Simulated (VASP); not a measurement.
# K (P6/mmm) in VASP: notebook

Runs on K. Level: PBE. Tasks: single point, relaxation of cell and atoms.

Everything below comes from runs of VASP 6.6.1. Logs are shortened: lines on timing, memory, paths and dates and some standing lists are left out, and cuts for length are marked.

## (1) The cell of the first run

It takes space group P6/mmm (No. 191, hexagonal). Conventional cell: a = 6.717 Å, b = 6.717 Å, c = 3.969 Å, α = 90.00°, β = 90.00°, γ = 120.00°. Within 5.2 Å of K (site symmetry 6/mmm) lie 14 K at 3.97 to 4.36 Å. Within 5.1 Å of K (site symmetry -6m2) lie 11 K at 3.88 to 4.36 Å.

## (2) Single point, PBE

Input file INCAR:

```
SYSTEM = K
PREC     = Accurate       ! precision mode
ENCUT    = 520            ! plane-wave cutoff, eV
EDIFF    = 1E-6           ! SCF threshold, eV
ISMEAR   = -1             ! smearing method
SIGMA    = 0.05           ! smearing width, eV
LREAL    = .FALSE.        ! projectors in reciprocal space
LASPH    = .TRUE.         ! aspherical terms in the spheres
NELM     = 100            ! most SCF steps
ALGO     = Normal         ! electronic algorithm
ISIF     = 2              ! what is computed and relaxed
LWAVE    = .FALSE.        ! write WAVECAR
LCHARG   = .TRUE.         ! write CHGCAR
GGA      = PE             ! functional
LELF     = .TRUE.         ! ELF
LVHAR    = .TRUE.       
NBANDS   = 20             ! bands
```

Input file KPOINTS:

```
regular mesh
0
G
  6 6 8
  0 0 0
```

Input file POSCAR:

```
K
1.0
    6.7166817794      0.0000000000      0.0000000000
   -3.3583408897      5.8168170501      0.0000000000
    0.0000000000      0.0000000000      3.9693760289
K
3
Direct
    0.0000000000      0.0000000000      0.0000000000
    0.3333333333      0.6666666667      0.5000000000
    0.6666666667      0.3333333333      0.5000000000
```

Potentials or basis: VASP PAW PBE potentials, release 64 (K_sv).

Command:

```bash
$ cat potpaw_PBE.64/K_sv/POTCAR > POTCAR
$ mpirun -np 1 vasp_std > vasp.out
```

OUTCAR:

```text
SYSTEM = K
   PREC = Accurate
   ENCUT = 520
   EDIFF = 1E-6
   ISMEAR = -1
   LREAL = .FALSE.
   LASPH = .TRUE.
   NELM = 100
   ISIF = 2
   GGA = PE

 ion  position               nearest neighbor table
   1  0.000  0.000  0.000-
   2  0.333  0.667  0.500-
   3  0.667  0.333  0.500-

  LATTYP: Found a hexagonal cell.
 ALAT       =     6.7166817794
 C/A-ratio  =     0.5909727689

  Lattice vectors:

 A1 = (   6.7166817794,   0.0000000000,   0.0000000000)
 A2 = (  -3.3583408897,   5.8168170501,   0.0000000000)
 A3 = (   0.0000000000,   0.0000000000,   3.9693760289)

Analysis of symmetry for initial positions (statically):
=====================================================================
 Subroutine PRICEL returns:
 Original cell was already a primitive cell.

 Routine SETGRP: Setting up the symmetry group for a
 hexagonal supercell.

 Subroutine GETGRP returns: Found 24 space group operations
 (whereof 24 operations were pure point group operations)
 out of a pool of 24 trial point group operations.

The static configuration has the point symmetry D_6h.

Analysis of symmetry for dynamics (positions and initial velocities):
=====================================================================
 Subroutine PRICEL returns:
 Original cell was already a primitive cell.

 Routine SETGRP: Setting up the symmetry group for a
 hexagonal supercell.

 Subroutine GETGRP returns: Found 24 space group operations
 (whereof 24 operations were pure point group operations)
 out of a pool of 24 trial point group operations.

The dynamic configuration has the point symmetry D_6h.

 Subroutine INISYM returns: Found 24 space group operations
 (whereof 24 operations are pure point group operations),
 and found     1 'primitive' translations

----------------------------------------------------------------------------------------

                                     Primitive cell

  volume of cell :     155.0824

  direct lattice vectors                    reciprocal lattice vectors
     6.716681779  0.000000000  0.000000000     0.148883040  0.085957663  0.000000000
    -3.358340890  5.816817050  0.000000000     0.000000000  0.171915326  0.000000000
     0.000000000  0.000000000  3.969376029     0.000000000  0.000000000  0.251928765

  length of vectors
     6.716681779  6.716681779  3.969376029     0.171915326  0.171915326  0.251928765

  position of ions in fractional coordinates (direct lattice)
     0.000000000  0.000000000  0.000000000
     0.333333333  0.666666667  0.500000000
     0.666666667  0.333333333  0.500000000

  ion indices of the primitive-cell ions
   primitive index   ion index
                 1           1
                 2           2
                 3           3

----------------------------------------------------------------------------------------

 KPOINTS: regular mesh

Automatic generation of k-mesh.
 Grid dimensions read from file:
 generate k-points for:    6    6    8

 Generating k-lattice:

  Cartesian coordinates                     Fractional coordinates (reciprocal lattice)
     0.024813840  0.014326277  0.000000000     0.166666667  0.000000000  0.000000000
     0.000000000  0.028652554  0.000000000     0.000000000  0.166666667  0.000000000
     0.000000000  0.000000000  0.031491096     0.000000000  0.000000000  0.125000000

  Length of vectors
     0.028652554  0.028652554  0.031491096

  Shift w.r.t. Gamma in fractional coordinates (k-lattice)
     0.000000000  0.000000000  0.000000000

 Subroutine IBZKPT returns following result:
 ===========================================

 Found     35 irreducible k-points:

 Following reciprocal coordinates:
            Coordinates               Weight
  0.000000  0.000000  0.000000      1.000000
  0.166667 -0.000000  0.000000      6.000000
  0.333333  0.000000  0.000000      6.000000
  0.500000 -0.000000  0.000000      3.000000
  0.166667  0.166667  0.000000      6.000000
  0.333333  0.166667  0.000000     12.000000
[... 16 lines left out ...]
  0.166667 -0.000000  0.375000     12.000000
  0.333333  0.000000  0.375000     12.000000
 [... further k-points ...]
   k-points           NKPTS =     35   k-points in BZ     NKDIM =     35   number of bands    NBANDS=     20
   number of dos      NEDOS =    301   number of ions     NIONS =      3
   total plane-waves  NPLWV =  75000
   dimension x,y,z NGX =    50 NGY =   50 NGZ =   30
   dimension x,y,z NGXF=   100 NGYF=  100 NGZF=   60
   ions per type =               3
   NGX,Y,Z   is equivalent  to a cutoff of  12.38, 12.38, 12.56 a.u.
   NGXF,Y,Z  is equivalent  to a cutoff of  24.75, 24.75, 25.13 a.u.
 SYSTEM =  K
   PREC   = accura    normal or accurate (medium, high low for compatibility)
   ISTART =      0    job   : 0-new  1-cont  2-samecut
   ICHARG =      2    charge: 1-file 2-atom 10-const
   ISPIN  =      1    spin polarized calculation?
   LNONCOLLINEAR =      F non collinear calculations
   LSORBIT =      F    spin-orbit coupling
   LASPH  =      T    aspherical Exc in radial PAW
   ENCUT  =  520.0 eV  38.22 Ry    6.18 a.u.  12.49 12.49  7.38*2*pi/ulx,y,z
   NELM   =    100;   NELMIN=  2; NELMDL= -5     # of ELM steps
   EDIFF  = 0.1E-05   stopping-criterion for ELM
   LREAL  =      F    real-space projection
   EDIFFG = 0.1E-04   stopping-criterion for IOM
   NSW    =      0    number of steps for IOM
   IBRION =     -1    ionic relax: 0-MD 1-quasi-New 2-CG
   NFREE  =      0    steps in history (QN), initial steepest desc. (CG)
   ISIF   =      2    stress and relaxation
   ISYM   =      2    0-nonsym 1-usesym 2-fastsym
   POTIM  = 0.5000    time-step for ionic-motion
   TEBEG  =    0.0;   TEEND  =   0.0 temperature during run
   PSTRESS=    0.0 pullay stress
   NELECT =      27.0000    total number of electrons
   NUPDOWN=      -1.0000    fix difference up-down
   EMIN   =  10.00;   EMAX   =-10.00  energy-range for DOS
   EFERMI =   0.00;   METHOD = LEGACY
   ISMEAR =    -1;   SIGMA  =   0.05  broadening in eV -4-tet -1-fermi 0-gaus
   EFERMI_NEDOS =   21; number of points for ismear=-14 and -15
   IALGO  =     38    algorithm
   IMIX   =      4    mixing-type and parameters
     AMIX     =   0.40;   BMIX     =  1.00
     AMIX_MAG =   1.60;   BMIX_MAG =  1.00
  volume/ion in A,a.u.               =      51.69       348.85
  Fermi-wavevector in a.u.,A,eV,Ry     =   0.914131  1.727458 11.369520  0.835636
  Thomas-Fermi vector in A             =   2.038723
   LORBIT       =      0    0 simple, 1 ext, 2 COOP (PROOUT), +10 PAW based schemes
   GGA     = PE    functional components
   LHFCALC =     F    Hartree Fock is set to
   AEXX    =    0.0000 exact exchange contribution
   IVDW    =     0    specifies the selected vdW correction
   LEPSILON=     F    determine dielectric tensor
   LRPA    =     F    only Hartree local field effects (RPA)
 non-spin polarized calculation
  energy-cutoff  :      520.00
  volume of cell :      155.08
 maximum number of plane-waves:      4203
 NGX is ok and might be reduce to    50
   NGX = 25   NGY = 25   NGZ = 15

 number of electron      26.9999997 magnetization

 Free energy of the ion-electron system (eV)
  ---------------------------------------------------
  ext. energy  EPLUGINS =         0.00000000
  ---------------------------------------------------
  free energy    TOTEN  =        -2.72314866 eV

  energy without entropy =       -2.70638053  energy(sigma->0) =       -2.71476459

 E-fermi :   0.8540     XC(G=0):  -6.5813

 val. band max:        0.8534534813   @ k =   0.1667   0.1667   0.0000
 cond. band min:       0.9492523636   @ k =   0.3333   0.3333   0.3750
 fundamental gap:      0.0957988823
 Fermi energy:         0.8540012312

 k-point     1 :       0.0000    0.0000    0.0000
  band No.  band energies     occupation
      1     -31.2535      2.00000
      2     -31.2291      2.00000
      3     -31.0975      2.00000
      4     -14.8303      2.00000
      5     -14.8303      2.00000
      6     -14.7099      2.00000
[... 12 lines left out ...]
     19       2.9275      0.00000
     20       4.9624      0.00000

 k-point     2 :       0.1667   -0.0000    0.0000
  band No.  band energies     occupation
      1     -31.2520      2.00000
      2     -31.2305      2.00000
      3     -31.0976      2.00000
      4     -14.8395      2.00000
      5     -14.8284      2.00000
      6     -14.7021      2.00000
[... 12 lines left out ...]
     19       3.4982      0.00000
     20       4.9390      0.00000

 k-point     3 :       0.3333    0.0000    0.0000
  band No.  band energies     occupation
      1     -31.2482      2.00000
      2     -31.2342      2.00000
      3     -31.0978      2.00000
      4     -14.8546      2.00000
      5     -14.8137      2.00000
      6     -14.7067      2.00000
[... 12 lines left out ...]
     19       4.0870      0.00000
     20       4.4942      0.00000

 k-point     4 :       0.5000   -0.0000    0.0000
  band No.  band energies     occupation
      1     -31.2451      2.00000
      2     -31.2371      2.00000
      3     -31.0979      2.00000
      4     -14.8611      2.00000
      5     -14.7959      2.00000
      6     -14.7258      2.00000
[... 12 lines left out ...]
     19       4.0244      0.00000
     20       4.0994      0.00000

 k-point     5 :       0.1667    0.1667    0.0000
  band No.  band energies     occupation
      1     -31.2493      2.00000
      2     -31.2331      2.00000
      3     -31.0978      2.00000
      4     -14.8481      2.00000
      5     -14.8220      2.00000
      6     -14.7043      2.00000
[... 12 lines left out ...]
     19       3.9802      0.00000
     20       4.6402      0.00000

 k-point     6 :       0.3333    0.1667    0.0000
  band No.  band energies     occupation
      1     -31.2451      2.00000
      2     -31.2371      2.00000
      3     -31.0979      2.00000
      4     -14.8549      2.00000
      5     -14.8006      2.00000
      6     -14.7321      2.00000
[... 12 lines left out ...]
     19       3.9649      0.00000
     20       4.2498      0.00000

 k-point     7 :       0.3333    0.3333    0.0000
  band No.  band energies     occupation
      1     -31.2411      2.00000
      2     -31.2411      2.00000
      3     -31.0979      2.00000
      4     -14.8516      2.00000
      5     -14.7728      2.00000
      6     -14.7728      2.00000
[... 12 lines left out ...]
     19       4.2799      0.00000
     20       4.2808      0.00000
[... 277 lines left out ...]
 k-point    20 :       0.3333    0.1667    0.2500
  band No.  band energies     occupation
      1     -31.2391      2.00000
      2     -31.2312      2.00000
      3     -31.0919      2.00000
      4     -14.8415      2.00000
      5     -14.7860      2.00000
      6     -14.7515      2.00000
[... 12 lines left out ...]
     19       3.8077      0.00000
     20       4.0602      0.00000

 k-point    21 :       0.3333    0.3333    0.2500
  band No.  band energies     occupation
      1     -31.2352      2.00000
      2     -31.2352      2.00000
      3     -31.0919      2.00000
      4     -14.8447      2.00000
      5     -14.7592      2.00000
      6     -14.7592      2.00000
[... 12 lines left out ...]
     19       3.7504      0.00000
     20       3.7504      0.00000

 k-point    22 :       0.0000    0.0000    0.3750
  band No.  band energies     occupation
      1     -31.2427      2.00000
      2     -31.2192      2.00000
      3     -31.0875      2.00000
      4     -14.8236      2.00000
      5     -14.8091      2.00000
      6     -14.8091      2.00000
[... 12 lines left out ...]
     19       4.2822      0.00000
     20       4.2822      0.00000

 k-point    23 :       0.1667   -0.0000    0.3750
  band No.  band energies     occupation
      1     -31.2413      2.00000
      2     -31.2206      2.00000
      3     -31.0875      2.00000
      4     -14.8230      2.00000
      5     -14.8134      2.00000
      6     -14.8038      2.00000
[... 12 lines left out ...]
     19       4.0248      0.00000
     20       4.2570      0.00000

 k-point    24 :       0.3333    0.0000    0.3750
  band No.  band energies     occupation
      1     -31.2377      2.00000
      2     -31.2242      2.00000
      3     -31.0876      2.00000
      4     -14.8212      2.00000
      5     -14.8201      2.00000
      6     -14.7967      2.00000
[... 12 lines left out ...]
     19       3.4140      0.00000
     20       4.2624      0.00000

 [... further k-points ...]

------------------------ aborting loop because EDIFF is reached ----------------------------------------

  FORCE on cell =-STRESS in cart. coord.  units (eV):
  Direction    XX          YY          ZZ          XY          YZ          ZX
  --------------------------------------------------------------------------------------
  -------------------------------------------------------------------------------------
  Total        2.4065035      2.4065035      2.4043378      0.0000000     -0.0000000     -0.0000000
  in kB       24.8619195     24.8619195     24.8395461      0.0000000     -0.0000000     -0.0000000
  external PRESSURE =      24.8544617 kB  Pullay stress =       0.0000000 kB

 VOLUME and BASIS-vectors are now :
 -----------------------------------------------------------------------------
  energy-cutoff  :      520.00
  volume of cell :      155.08
      direct lattice vectors                 reciprocal lattice vectors
     6.716681779  0.000000000  0.000000000     0.148883040  0.085957663  0.000000000
    -3.358340890  5.816817050  0.000000000     0.000000000  0.171915326  0.000000000
     0.000000000  0.000000000  3.969376029     0.000000000  0.000000000  0.251928765

 POSITION                                       TOTAL-FORCE (eV/Angst)
 -----------------------------------------------------------------------------------
      0.00000      0.00000      0.00000         0.000000      0.000000      0.000000
     -0.00000      3.87788      1.98469         0.000000      0.000000     -0.000000
      3.35834      1.93894      1.98469        -0.000000     -0.000000      0.000000
 -----------------------------------------------------------------------------------
    total drift:                                0.000000     -0.000000      0.000000

  FREE ENERGIE OF THE ION-ELECTRON SYSTEM (eV)
  ---------------------------------------------------
  free  energy   TOTEN  =        -2.7231486573 eV

  energy  without entropy=       -2.7063805272  energy(sigma->0) =       -2.71476459
```

Wall time 1.7 min (1 thread of Intel Xeon 6975P-C, shared host); peak memory 0.29 GiB.

What came out:

* Free energy: -2.7231 eV
* Pressure: 2.5 GPa

[end of part 1 of 2]
